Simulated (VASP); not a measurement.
A run of VASP 6.6.1 is set up as follows.

The input POSCAR:

```
Al2Cu
1.0
    2.9100796046      2.9100796046      0.0000000000
   -2.9100796046      2.9100796046      0.0000000000
    0.0000000000      0.0000000000      5.3900981840
Al Cu
4 2
Direct
    0.5000000000      0.0000000000      0.2500000000
    0.0000000000      0.5000000000      0.2500000000
    0.0000000000      0.5000000000      0.7500000000
    0.5000000000      0.0000000000      0.7500000000
    0.0000000000      0.0000000000      0.5000000000
    0.5000000000      0.5000000000      0.0000000000
```

INCAR.step1

```
SYSTEM = Al2Cu
ALGO     = Normal         ! electronic algorithm
EDIFF    = 1E-4           ! SCF threshold, eV
ENCUT    = 520            ! plane-wave cutoff, eV
GGA      = PE             ! functional
ISMEAR   = 0              ! smearing method
LASPH    = .TRUE.         ! aspherical terms in the spheres
LCHARG   = .FALSE.        ! write CHGCAR
LREAL    = .FALSE.        ! projectors in reciprocal space
LWAVE    = .TRUE.         ! write WAVECAR
NBANDS   = 26             ! bands
NELM     = 60             ! most SCF steps
PREC     = Accurate       ! precision mode
SIGMA    = 0.1            ! smearing width, eV
```

INCAR.step2

```
SYSTEM = Al2Cu
ALGO     = Normal         ! electronic algorithm
EDIFF    = 1E-6           ! SCF threshold, eV
ENCUT    = 520            ! plane-wave cutoff, eV
ISIF     = 2              ! what is computed and relaxed
ISMEAR   = 0              ! smearing method
ISTART   = 1            
LASPH    = .TRUE.         ! aspherical terms in the spheres
LCHARG   = .TRUE.         ! write CHGCAR
LELF     = .TRUE.         ! ELF
LMIXTAU  = .TRUE.       
LREAL    = .FALSE.        ! projectors in reciprocal space
LVHAR    = .TRUE.       
LWAVE    = .FALSE.        ! write WAVECAR
METAGGA  = R2SCAN         ! meta-GGA
NBANDS   = 26             ! bands
NELM     = 60             ! most SCF steps
PREC     = Accurate       ! precision mode
SIGMA    = 0.1            ! smearing width, eV
```

File KPOINTS:

```
k-points
0
G
  10 10 6
  0 0 0
```

Potentials or basis: VASP PAW PBE potentials, release 64 (Al, Cu).

The run is started by

```console
$ cat potpaw_PBE.64/Al/POTCAR potpaw_PBE.64/Cu/POTCAR > POTCAR
$ cp INCAR.step1 INCAR
$ mpirun -np 1 vasp_std > vasp.out
$ cp INCAR.step2 INCAR
$ mpirun -np 1 vasp_std > vasp.out
```

(1) What does it give for the pressure?

(2) What does it give for the band gap on the k mesh?

Answers

(1) 3.8 GPa.

(2) zero (bands 17 and 18 overlap by 4.11 eV).

Caveat: the cell differs from its parent crystal (uniaxial strain along c: -6.0 %); the stress differs along the axes, from 0 to 11 GPa; the PAW data sets were made with another functional, which shifts forces and pressure a little.
